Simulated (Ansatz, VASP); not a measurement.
# Two plane-wave programs on Hf

The input POSCAR:

```
Hf
1.0
    3.1923846315      0.0000000000      0.0000000000
   -1.5961923157      2.7646861895      0.0000000000
    0.0000000000      0.0000000000      5.0450416400
Hf
2
Direct
    0.3333333300      0.6666666700      0.2500000000
    0.6666666700      0.3333333300      0.7500000000
```

The input INCAR.step1:

```
SYSTEM = Hf
PREC     = Accurate       ! precision mode
ENCUT    = 600            ! plane-wave cutoff, eV
ISMEAR   = 0              ! smearing method
SIGMA    = 0.1            ! smearing width, eV
LREAL    = .False.        ! projectors in reciprocal space
LASPH    = .True.         ! aspherical terms in the spheres
NELM     = 100            ! most SCF steps
GGA      = PE             ! functional
ALGO     = Normal         ! electronic algorithm
EDIFF    = 1E-4           ! SCF threshold, eV
LWAVE    = .True.         ! write WAVECAR
LCHARG   = .False.        ! write CHGCAR
```

The input INCAR.step2:

```
SYSTEM = Hf
PREC     = Accurate       ! precision mode
ENCUT    = 600            ! plane-wave cutoff, eV
EDIFF    = 1E-6           ! SCF threshold, eV
ISMEAR   = 0              ! smearing method
SIGMA    = 0.1            ! smearing width, eV
LREAL    = .False.        ! projectors in reciprocal space
LASPH    = .True.         ! aspherical terms in the spheres
NELM     = 100            ! most SCF steps
ALGO     = Normal         ! electronic algorithm
ISIF     = 3              ! what is computed and relaxed
LWAVE    = .False.        ! write WAVECAR
LCHARG   = .False.        ! write CHGCAR
METAGGA  = R2SCAN         ! meta-GGA
LMIXTAU  = .True.       
IBRION   = 2              ! ionic algorithm
NSW      = 100            ! ionic steps
EDIFFG   = -0.005         ! ionic threshold
ISTART   = 1
```

KPOINTS

```
Automatic mesh
0
Gamma
  15 15 8
  0 0 0
```

Input for Ansatz:

```yaml
crystal:
  lattice:
    - [3.1923846315, 0.0, 0.0]
    - [-1.5961923157, 2.7646861895, 0.0]
    - [0.0, 0.0, 5.04504164]
  atoms:
    - { symbol: Hf, position: [0.33333333, 0.66666667, 0.25] }
    - { symbol: Hf, position: [0.66666667, 0.33333333, 0.75] }
basis:
  ecutwfc: 500
kpoints:
  mp_grid: { grid: [15, 15, 8] }
hamiltonian:
  xc: r2scan
scf:
  occupations: { method: gaussian, width: 0.1 }
output:
  forces: true
  stress: true
  eigenvalues: true
relax:
  adjacent_minimum: "off"
  f_tol: 0.005
  max_steps: 80
  cell: { stress_tol: 0.05 }
```

Alike in both runs: task relaxation of cell and atoms; functional r2SCAN; k mesh 15 × 15 × 8; occupations gaussian, width 0.1 eV; no spin polarisation.

|  | VASP | Ansatz |
| --- | --- | --- |
| version | VASP 6.6.1 | Ansatz 0.2.0 |
| potentials or method | VASP PAW PBE potentials, release 64 (Hf_pv), cutoff 600 eV | scalar-relativistic, plane waves, PAW |
| valence electrons in the cell | 20 | 52 |

VASP gave:

| Property | Result |
| --- | --- |
| gap on the k mesh at the Fermi level, each at its own relaxed structure (eV) | none |
| relaxed volume (Å³/atom) | 22.23 |
| relaxed length of the cell vector where the two differ most in proportion (Å) | 5.034 |

Question: Estimate Ansatz's values.

Answer: gap on the k mesh at the Fermi level, each at its own relaxed structure (eV): none; relaxed volume (Å³/atom): 22.35; relaxed length of the cell vector where the two differ most in proportion (Å): 5.046.

VASP's potentials were made for PBE, not for r2SCAN. A gap of «none» marks a metal or a gap that the smearing closes. VASP's potentials hold 20 valence electrons a cell and Ansatz's 52, so a difference there can come from the potentials and not from the codes.

Spin-orbit coupling is off throughout.
